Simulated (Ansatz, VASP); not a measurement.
BaTe in VASP and in Ansatz

```xyz
2
Lattice="0.0000 3.4971 3.4971 3.4971 0.0000 3.4971 3.4971 3.4971 0.0000" Properties=species:S:1:pos:R:3 pbc="T T T"
Ba    0.0000    0.0000    0.0000
Te    3.4971    3.4971    3.4971
```

Change from the starting cell: hydrostatic strain -1.0%.

Alike in both runs: task single point; functional HSE06; k mesh 4 × 4 × 4; no spin polarisation.

|  | VASP | Ansatz |
| --- | --- | --- |
| version | VASP 6.6.1 | Ansatz 0.2.0 |
| potentials or method | VASP PAW PBE potentials, release 64 (Ba_sv, Te) | plane waves, PAW |
| plane-wave cutoff (eV) | 520 | 420 |
| occupations | gaussian, width 0.01 eV | fixed |
| valence electrons in the cell | 16 | 26 |

Ansatz gave:

```
gap on the k mesh at the Fermi level (eV) : 2.28
pressure (GPa)                            : 0.7
```

Q: Which values does VASP return?

A: gap on the k mesh at the Fermi level (eV): 2.23; pressure (GPa): 0.9.

VASP's potentials hold 16 valence electrons a cell and Ansatz's 26, so a difference there can come from the potentials and not from the codes. Ansatz's warnings: stress exchange threshold loose, stress scf threshold loose.

Spin-orbit coupling is off throughout.
